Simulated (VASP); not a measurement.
Write the native input for VASP 6.6.1 that does the following.

- Task: single point
- Functional: PBEsol
- Potentials or basis: VASP PAW PBE potentials, release 64 (Ag)
- Cutoff: 520 eV
- k mesh: 18 × 18 × 10
- Occupations: gaussian, width 0.1 eV
- Spin: no spin polarisation
- Dipole correction: no
- Further INCAR settings: ALGO = Fast; EDIFF = 1e-06; NBANDS = 18

The structure of Ag lies in POSCAR:

```
Ag
1.0
    2.8669917747      0.0000000000      0.0000000000
   -1.4334958874      2.4828877093      0.0000000000
    0.0000000000      0.0000000000      4.6908332496
Ag
2
Direct
    0.3333333333      0.6666666667      0.2500000000
    0.6666666667      0.3333333333      0.7500000000
```

This isn't the form of Ag at room conditions, which is fcc.

The input as run:

INCAR

```
  ALGO = Fast
  EDIFF = 1E-6
  ENCUT = 520
  GGA = PS
  ISIF = 2
  ISMEAR = 0
  LASPH = T
  LCHARG = T
  LELF = T
  LREAL = F
  LVHAR = T
  LWAVE = F
  NBANDS = 18
  NELM = 100
  PREC = Accurate
  SIGMA = 0.1
```

KPOINTS

```
k-points
0
Gamma
  18 18 10
```

Potentials or basis: VASP PAW PBE potentials, release 64 (Ag).

Command:

```bash
$ cat potpaw_PBE.64/Ag/POTCAR > POTCAR
$ mpirun -np 1 vasp_std > vasp.out
```

It gave:

| Quantity | Value |
| --- | --- |
| Pressure | -0.3 GPa |
| Band gap on the k mesh | zero (bands 11 and 12 overlap by 7.52 eV) |

Caveat: the PAW data sets were made with another functional, which shifts forces and pressure a little.

Run time: 36 s on 1 thread of Intel(R) Xeon(R) 6975P-C (Granite Rapids), with other jobs on the host, peak memory 0.23 GiB.
